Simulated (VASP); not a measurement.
# C (Fm-3m) in VASP: a series of runs

The runs below take C through relaxation of cell and atoms, with PBE.

All numbers are computed with VASP 6.6.1; they aren't measurements. Logs are shortened: lines on timing, memory, paths and dates and some standing lists are left out, and cuts for length are marked.

## 1. The cell of the first run

The structure is cubic, space group Fm-3m (No. 225). Conventional cell: a = 2.962 Å, b = 2.962 Å, c = 2.962 Å, α = 90.00°, β = 90.00°, γ = 90.00°. C (site symmetry m-3m) has 12 C at 2.09 Å within 2.8 Å.

## 2. Relaxation of cell and atoms, PBE

Input file INCAR:

```
SYSTEM = C
PREC = Accurate
ENCUT = 600
EDIFF = 1E-6
ISMEAR = -1
SIGMA = 0.1
LREAL = .False.
LASPH = .True.
NELM = 60
ALGO = Normal
ISIF = 3
LWAVE = .False.
LCHARG = .False.
GGA = PE
IBRION = 2
NSW = 60
EDIFFG = -0.005
```

Input file KPOINTS:

```
regular mesh
0
Gamma
  23 23 23
  0 0 0
```

Input file POSCAR:

```
C
1.0
    0.0000000000      1.4812480342      1.4812480342
    1.4812480342      0.0000000000      1.4812480342
    1.4812480342      1.4812480342      0.0000000000
C
1
Direct
    0.0000000000      0.0000000000      0.0000000000
```

Potentials or basis: VASP PAW PBE potentials, release 64 (C).

Command:

```
$ cat potpaw_PBE.64/C/POTCAR > POTCAR
$ mpirun -np 1 vasp_std > vasp.out
```

OUTCAR:

```text
SYSTEM = C
   PREC = Accurate
   ENCUT = 600
   EDIFF = 1E-6
   ISMEAR = -1
   LREAL = .False.
   LASPH = .True.
   NELM = 60
   ISIF = 3
   GGA = PE
   IBRION = 2
   NSW = 60
   EDIFFG = -0.005

 ion  position               nearest neighbor table
   1  0.000  0.000  0.000-

  LATTYP: Found a face centered cubic cell.
 ALAT       =     2.9624960684

  Lattice vectors:

 A1 = (   0.0000000000,   1.4812480342,   1.4812480342)
 A2 = (   1.4812480342,   0.0000000000,   1.4812480342)
 A3 = (   1.4812480342,   1.4812480342,   0.0000000000)

Analysis of symmetry for initial positions (statically):
=====================================================================
 Subroutine PRICEL returns:
 Original cell was already a primitive cell.

 Routine SETGRP: Setting up the symmetry group for a
 face centered cubic supercell.

 Subroutine GETGRP returns: Found 48 space group operations
 (whereof 48 operations were pure point group operations)
 out of a pool of 48 trial point group operations.

The static configuration has the point symmetry O_h .

Analysis of symmetry for dynamics (positions and initial velocities):
=====================================================================
 Subroutine PRICEL returns:
 Original cell was already a primitive cell.

 Routine SETGRP: Setting up the symmetry group for a
 face centered cubic supercell.

 Subroutine GETGRP returns: Found 48 space group operations
 (whereof 48 operations were pure point group operations)
 out of a pool of 48 trial point group operations.

The dynamic configuration has the point symmetry O_h .

 Subroutine INISYM returns: Found 48 space group operations
 (whereof 48 operations are pure point group operations),
 and found     1 'primitive' translations

----------------------------------------------------------------------------------------

                                     Primitive cell

  volume of cell :       6.5000

  direct lattice vectors                    reciprocal lattice vectors
     0.000000000  1.481248034  1.481248034    -0.337553191  0.337553191  0.337553191
     1.481248034  0.000000000  1.481248034     0.337553191 -0.337553191  0.337553191
     1.481248034  1.481248034  0.000000000     0.337553191  0.337553191 -0.337553191

  length of vectors
     2.094801059  2.094801059  2.094801059     0.584659276  0.584659276  0.584659276

  position of ions in fractional coordinates (direct lattice)
     0.000000000  0.000000000  0.000000000

  ion indices of the primitive-cell ions
   primitive index   ion index
                 1           1

----------------------------------------------------------------------------------------

 KPOINTS: regular mesh

Automatic generation of k-mesh.
 Grid dimensions read from file:
 generate k-points for:   23   23   23

 Generating k-lattice:

  Cartesian coordinates                     Fractional coordinates (reciprocal lattice)
    -0.014676226  0.014676226  0.014676226     0.043478261  0.000000000  0.000000000
     0.014676226 -0.014676226  0.014676226     0.000000000  0.043478261  0.000000000
     0.014676226  0.014676226 -0.014676226     0.000000000  0.000000000  0.043478261

  Length of vectors
     0.025419969  0.025419969  0.025419969

  Shift w.r.t. Gamma in fractional coordinates (k-lattice)
     0.000000000  0.000000000  0.000000000

 Subroutine IBZKPT returns following result:
 ===========================================

 Found    364 irreducible k-points:

 Following reciprocal coordinates:
            Coordinates               Weight
  0.000000  0.000000  0.000000      1.000000
  0.043478  0.000000  0.000000      8.000000
  0.086957  0.000000  0.000000      8.000000
  0.130435  0.000000  0.000000      8.000000
  0.173913  0.000000  0.000000      8.000000
  0.217391  0.000000  0.000000      8.000000
[... 16 lines left out ...]
  0.478261  0.043478  0.000000     24.000000
 -0.478261  0.043478  0.000000     24.000000
 [... further k-points ...]
   k-points           NKPTS =    364   k-points in BZ     NKDIM =    364   number of bands    NBANDS=      6
   number of dos      NEDOS =    301   number of ions     NIONS =      1
   total plane-waves  NPLWV =   5832
   dimension x,y,z NGX =    18 NGY =   18 NGZ =   18
   dimension x,y,z NGXF=    36 NGYF=   36 NGZF=   36
   ions per type =               1
   NGX,Y,Z   is equivalent  to a cutoff of  14.29, 14.29, 14.29 a.u.
   NGXF,Y,Z  is equivalent  to a cutoff of  28.57, 28.57, 28.57 a.u.
 SYSTEM =  C
   PREC   = accura    normal or accurate (medium, high low for compatibility)
   ISTART =      0    job   : 0-new  1-cont  2-samecut
   ICHARG =      2    charge: 1-file 2-atom 10-const
   ISPIN  =      1    spin polarized calculation?
   LNONCOLLINEAR =      F non collinear calculations
   LSORBIT =      F    spin-orbit coupling
   LASPH  =      T    aspherical Exc in radial PAW
   ENCUT  =  600.0 eV  44.10 Ry    6.64 a.u.   4.18  4.18  4.18*2*pi/ulx,y,z
   NELM   =     60;   NELMIN=  2; NELMDL= -5     # of ELM steps
   EDIFF  = 0.1E-05   stopping-criterion for ELM
   LREAL  =      F    real-space projection
   EDIFFG = -.5E-02   stopping-criterion for IOM
   NSW    =     60    number of steps for IOM
   IBRION =      2    ionic relax: 0-MD 1-quasi-New 2-CG
   NFREE  =      1    steps in history (QN), initial steepest desc. (CG)
   ISIF   =      3    stress and relaxation
   ISYM   =      2    0-nonsym 1-usesym 2-fastsym
   POTIM  = 0.5000    time-step for ionic-motion
   TEBEG  =    0.0;   TEEND  =   0.0 temperature during run
   PSTRESS=    0.0 pullay stress
   NELECT =       4.0000    total number of electrons
   NUPDOWN=      -1.0000    fix difference up-down
   EMIN   =  10.00;   EMAX   =-10.00  energy-range for DOS
   EFERMI =   0.00;   METHOD = LEGACY
   ISMEAR =    -1;   SIGMA  =   0.10  broadening in eV -4-tet -1-fermi 0-gaus
   EFERMI_NEDOS =   21; number of points for ismear=-14 and -15
   IALGO  =     38    algorithm
   IMIX   =      4    mixing-type and parameters
     AMIX     =   0.40;   BMIX     =  1.00
     AMIX_MAG =   1.60;   BMIX_MAG =  1.00
  volume/ion in A,a.u.               =       6.50        43.86
  Fermi-wavevector in a.u.,A,eV,Ry     =   1.392485  2.631414 26.381875  1.939013
  Thomas-Fermi vector in A             =   2.516223
   LORBIT       =      0    0 simple, 1 ext, 2 COOP (PROOUT), +10 PAW based schemes
   GGA     = PE    functional components
   LHFCALC =     F    Hartree Fock is set to
   AEXX    =    0.0000 exact exchange contribution
   IVDW    =     0    specifies the selected vdW correction
   LEPSILON=     F    determine dielectric tensor
   LRPA    =     F    only Hartree local field effects (RPA)
 conjugate gradient relaxation of ions
 non-spin polarized calculation
  energy-cutoff  :      600.00
  volume of cell :        6.50
 maximum number of plane-waves:       229
 NGX is ok and might be reduce to    18
   NGX =  9   NGY =  9   NGZ =  9

--------------------------------------- Ionic step        1  -------------------------------------------

 number of electron       4.0000000 magnetization

 Free energy of the ion-electron system (eV)
  ---------------------------------------------------
  ext. energy  EPLUGINS =         0.00000000
  ---------------------------------------------------
  free energy    TOTEN  =        -4.61693815 eV

  energy without entropy =       -4.60567265  energy(sigma->0) =       -4.61130540

------------------------ aborting loop because EDIFF is reached ----------------------------------------

  FORCE on cell =-STRESS in cart. coord.  units (eV):
  Direction    XX          YY          ZZ          XY          YZ          ZX
  --------------------------------------------------------------------------------------
  -------------------------------------------------------------------------------------
  Total        0.8914873      0.8914873      0.8914873      0.0000000      0.0000000      0.0000000
  in kB      219.7416449    219.7416449    219.7416449      0.0000000      0.0000000      0.0000000
  external PRESSURE =     219.7416449 kB  Pullay stress =       0.0000000 kB
[... 55 lines left out ...]
  energy  without entropy=       -4.6565218296  energy(sigma->0) =       -4.66282309

--------------------------------------- Ionic step        3  -------------------------------------------

 number of electron       4.0000000 magnetization

 Free energy of the ion-electron system (eV)
  ---------------------------------------------------
  ext. energy  EPLUGINS =         0.00000000
  ---------------------------------------------------
  free energy    TOTEN  =        -4.66920688 eV

  energy without entropy =       -4.65656061  energy(sigma->0) =       -4.66288374

 E-fermi :   7.5732     XC(G=0): -12.6660

 val. band max:        7.5663494162   @ k =   0.4783   0.3478   0.1304
 cond. band min:       7.5824499956   @ k =  -0.3913   0.4783   0.0870
 fundamental gap:      0.0161005794
 Fermi energy:         7.5731889936

 k-point     1 :       0.0000    0.0000    0.0000
  band No.  band energies     occupation
      1     -11.1445      2.00000
      2      15.4829      0.00000
      3      15.4829      0.00000
      4      15.4829      0.00000
      5      37.5029      0.00000
      6      37.5029      0.00000

 k-point     2 :       0.0435    0.0000    0.0000
  band No.  band energies     occupation
      1     -11.0691      2.00000
      2      15.2551      0.00000
      3      15.4439      0.00000
      4      15.4439      0.00000
      5      36.6722      0.00000
      6      37.6177      0.00000
[... 190 lines left out ...]
 k-point    24 :      -0.4783    0.0435    0.0000
  band No.  band energies     occupation
      1      -1.8854      2.00000
      2      -0.8851      2.00000
      3      13.5422      0.00000
      4      13.7155      0.00000
      5      32.2309      0.00000
      6      33.3416      0.00000

 [... further k-points ...]

------------------------ aborting loop because EDIFF is reached ----------------------------------------

  FORCE on cell =-STRESS in cart. coord.  units (eV):
  Direction    XX          YY          ZZ          XY          YZ          ZX
  --------------------------------------------------------------------------------------
  -------------------------------------------------------------------------------------
  Total        0.0023772      0.0023772      0.0023772      0.0000000      0.0000000     -0.0000000
  in kB        0.5191442      0.5191442      0.5191442      0.0000000      0.0000000     -0.0000000
  external PRESSURE =       0.5191442 kB  Pullay stress =       0.0000000 kB
[... 16 lines left out ...]
  FREE ENERGIE OF THE ION-ELECTRON SYSTEM (eV)
  ---------------------------------------------------
  free  energy   TOTEN  =        -4.6692068764 eV

  energy  without entropy=       -4.6565606089  energy(sigma->0) =       -4.66288374

 reached required accuracy - stopping structural energy minimisation
```

It took 15 s on 1 thread of Intel Xeon Platinum 8488C (Sapphire Rapids), shared host; peak memory 0.12 GiB.

Results:

- Free energy: -4.6692 eV
- Relaxed volume: 7.34 Å³/atom
- Relaxed cell: a = 2.181 Å, b = 2.181 Å, c = 2.181 Å, α = 60.00°, β = 60.00°, γ = 60.00°
- Space group after relaxing (to 0.05 Å): Fm-3m (No. 225)
- Energy gained by relaxing: 52.3 meV/atom
- Ionic steps: 3
- Pressure after relaxing: 0.1 GPa
- Band gap on the k mesh: zero (band 2 reaches 15.48 eV, above the bottom of band 3 at 4.43 eV)

The path:
| step | energy change (eV) | largest force (eV/Å) | pressure (GPa) | volume (Å³) |
| --- | --- | --- | --- | --- |
| 1 | 0.0000 | 0.0000 | 21.97 | 6.50 |
| 2 | -0.0522 | 0.0000 | -0.73 | 7.38 |
| 3 | -0.0523 | 0.0000 | 0.05 | 7.34 |

Final structure:
```
C
1.0
     0.00000    1.54224    1.54224
     1.54224    0.00000    1.54224
     1.54224    1.54224    0.00000
C
1
Direct
  0.00000 0.00000 0.00000
```

Levels at points of the mesh, in eV from the Fermi level:
| k point | band 1 | band 2 | band 3 | band 4 | band 5 |
| --- | --- | --- | --- | --- | --- |
| (0.00, 0.00, 0.00) | -18.72 | 7.91 | 7.91 | 7.91 | 29.93 |

## 3. Relaxation of cell and atoms, PBE, target pressure 21 GPa, at which the enthalpy is minimised

This run uses another cell than the first one, of 6.52 Å³/atom, 1.003 times its volume.

Input file INCAR:

```
  PREC = Accurate
  ENCUT = 600
  EDIFF = 1E-7
  ISMEAR = -1
  SIGMA = 0.1
  LREAL = F
  LASPH = T
  NELM = 60
  ALGO = Normal
  ISIF = 3
  LWAVE = F
  LCHARG = F
  GGA = PE
  IBRION = 2
  NSW = 60
  EDIFFG = -0.005
  PSTRESS = 210.0
```

Input file KPOINTS:

```
regular mesh
0
Gamma
  23 23 23
```

Input file POSCAR:

```
C
1.0
    0.0000000000      1.4828933604      1.4828933604
    1.4828933604      0.0000000000      1.4828933604
    1.4828933604      1.4828933604      0.0000000000
C
1
Direct
    0.0000000000      0.0000000000      0.0000000000
```

Potentials or basis: VASP PAW PBE potentials, release 64 (C).

Command:

```
$ cat potpaw_PBE.64/C/POTCAR > POTCAR
$ mpirun -np 1 vasp_std > vasp.out
```

OUTCAR:

```text
PREC = Accurate
   ENCUT = 600
   EDIFF = 1E-7
   ISMEAR = -1
   LREAL = F
   LASPH = T
   NELM = 60
   ISIF = 3
   GGA = PE
   IBRION = 2
   NSW = 60
   EDIFFG = -0.005
   PSTRESS = 210.0

 ion  position               nearest neighbor table
   1  0.000  0.000  0.000-

  LATTYP: Found a face centered cubic cell.
 ALAT       =     2.9657867208

  Lattice vectors:

 A1 = (   0.0000000000,   1.4828933604,   1.4828933604)
 A2 = (   1.4828933604,   0.0000000000,   1.4828933604)
 A3 = (   1.4828933604,   1.4828933604,   0.0000000000)

[... 446 lines left out ...]

  FORCE on cell =-STRESS in cart. coord.  units (eV):
  Direction    XX          YY          ZZ          XY          YZ          ZX
  --------------------------------------------------------------------------------------
  -------------------------------------------------------------------------------------
  Total        0.8529975      0.8529975      0.8529975      0.0000000      0.0000000     -0.0000000
  in kB      209.2686901    209.2686901    209.2686901      0.0000000      0.0000000     -0.0000000
  external PRESSURE =      -0.7313099 kB  Pullay stress =     210.0000000 kB

 VOLUME and BASIS-vectors are now :
 -----------------------------------------------------------------------------
  energy-cutoff  :      600.00
  volume of cell :        6.53
      direct lattice vectors                 reciprocal lattice vectors
    -0.000000000  1.483569969  1.483569969    -0.337024886  0.337024886  0.337024886
     1.483569969 -0.000000000  1.483569969     0.337024886 -0.337024886  0.337024886
     1.483569969  1.483569969  0.000000000     0.337024886  0.337024886 -0.337024886

 POSITION                                       TOTAL-FORCE (eV/Angst)
 -----------------------------------------------------------------------------------
      1.48357     -0.00000      1.48357        -0.000000     -0.000000      0.000000
 -----------------------------------------------------------------------------------
    total drift:                                0.000000     -0.000000      0.000000

  FREE ENERGIE OF THE ION-ELECTRON SYSTEM (eV)
  ---------------------------------------------------
  free  energy   TOTEN  =        -4.6210750778 eV

  energy  without entropy=       -4.6097089352  energy(sigma->0) =       -4.61539201

  enthalpy is  TOTEN    =        -3.7650966721 eV   P V=        0.8559784057

 reached required accuracy - stopping structural energy minimisation
```

CONTCAR:

```text
C
   1.00000000000000
    -0.0000000000000000    1.4835699688099193    1.4835699688099193
     1.4835699688099193   -0.0000000000000000    1.4835699688099193
     1.4835699688099193    1.4835699688099193    0.0000000000000000
  C
     1
Direct
     0.0000000000000000    1.0000000000000000    0.0000000000000000

  0.00000000E+00  0.00000000E+00  0.00000000E+00
```

It took 19 s on 1 thread of AMD EPYC 7R43 (Zen 3), shared host; peak memory 0.09 GiB.

Results:

```yaml
Free_energy: -4.6211 eV
Relaxed_volume: 6.53 Å³/atom
Relaxed_cell: a = 2.098 Å, b = 2.098 Å, c = 2.098 Å, α = 60.00°, β = 60.00°, γ = 60.00°
Space_group_after_relaxing_to_0.05_Å: Fm-3m (No. 225)
Energy_change_on_relaxing_the_enthalpy_is_what_falls: -1.2 meV/atom
Ionic_steps: 2
Pressure_after_relaxing: 20.9 GPa
Band_gap_on_the_k_mesh: zero (band 2 reaches 18.07 eV, above the bottom of band 3 at 5.72 eV)
```

The path:
```csv
step,energy change (eV),largest force (eV/Å),pressure (GPa),volume (Å³)
1,0.0000,0.0000,21.23,6.52
2,-0.0012,0.0000,20.93,6.53
```

Final structure:
```xyz
1
Lattice="0.0000 1.4836 1.4836 1.4836 0.0000 1.4836 1.4836 1.4836 0.0000" Properties=species:S:1:pos:R:3 pbc="T T T"
C     1.4836    0.0000    1.4836
```

Caveat: the cell is relaxed towards a set pressure, so the enthalpy falls and the energy may rise.

## 4. Relaxation of cell and atoms, PBE, target pressure 21 GPa, at which the enthalpy is minimised

This run uses another cell than the first one, of 6.53 Å³/atom, 1.005 times its volume.

Input file INCAR:

```
SYSTEM = C
PREC     = Accurate       ! precision mode
ENCUT    = 600            ! plane-wave cutoff, eV
EDIFF    = 1E-6           ! SCF threshold, eV
ISMEAR   = -1             ! smearing method
SIGMA    = 0.1            ! smearing width, eV
LREAL    = .False.        ! projectors in reciprocal space
LASPH    = .True.         ! aspherical terms in the spheres
NELM     = 80             ! most SCF steps
ALGO     = Normal         ! electronic algorithm
ISIF     = 3              ! what is computed and relaxed
LWAVE    = .False.        ! write WAVECAR
LCHARG   = .False.        ! write CHGCAR
GGA      = PE             ! functional
IBRION   = 2              ! ionic algorithm
NSW      = 32             ! ionic steps
EDIFFG   = -0.005         ! ionic threshold
PSTRESS  = 210.0
```

Input file KPOINTS:

```
Automatic mesh
0
Gamma
  23 23 23
  0 0 0
```

Input file POSCAR:

```
C
1.0
    0.0000000000      1.4835041688      1.4835041688
    1.4835041688      0.0000000000      1.4835041688
    1.4835041688      1.4835041688      0.0000000000
C
1
Direct
    0.0000000000      0.0000000000      0.0000000000
```

Command:

```
$ cat potpaw_PBE.64/C/POTCAR > POTCAR
$ mpirun -np 1 vasp_std > vasp.out
```

Run time: 11 s. Hardware: 1 thread of AMD EPYC 7R43 (Zen 3), shared host; peak memory 0.09 GiB.

The run converged. Its results:

```yaml
Free_energy: -4.6210 eV
Pressure_after_relaxing: 21.0 GPa
Band_gap_on_the_k_mesh: zero (band 2 reaches 18.08 eV, above the bottom of band 3 at 5.73 eV)
```

Final structure:
```xyz
1
Lattice="0.0000 1.4835 1.4835 1.4835 0.0000 1.4835 1.4835 1.4835 0.0000" Properties=species:S:1:pos:R:3 pbc="T T T"
C     0.0000    0.0000    0.0000
```

Levels at points of the mesh, in eV from the Fermi level:
| k point | band 1 | band 2 | band 3 | band 4 | band 5 |
| --- | --- | --- | --- | --- | --- |
| (0.00, 0.00, 0.00) | -20.34 | 8.85 | 8.85 | 8.85 | 31.49 |

Caveat: the relaxation stopped at its first step, so nothing moved; the cell is relaxed towards a set pressure, so the enthalpy falls and the energy may rise.

## 5. Overview

| cell | gap on the mesh (eV) | pressure (GPa) |
| --- | --- | --- |
| relaxed from a = 2.095 Å, angles 60.0°, 1 atom | none | 0.1 |
| relaxed to 21 GPa from a = 2.097 Å, angles 60.0°, 1 atom | none | 20.9 |
| relaxed to 21 GPa from a = 2.098 Å, angles 60.0°, 1 atom | none | 21.0 |

Alike in all rows: task relaxation of cell and atoms; level PBE; potentials or basis VASP PAW PBE potentials, release 64 (C); no spin polarisation; k mesh 23 × 23 × 23; cutoff (eV) 600; smearing fermi-dirac 0.1 eV.

Caveats: the cell is relaxed towards a set pressure, so the enthalpy falls and the energy may rise (some runs); the relaxation stopped at its first step, so nothing moved (some runs).

Total energies depend on the potentials used, so only differences within one code and one set of settings carry meaning.
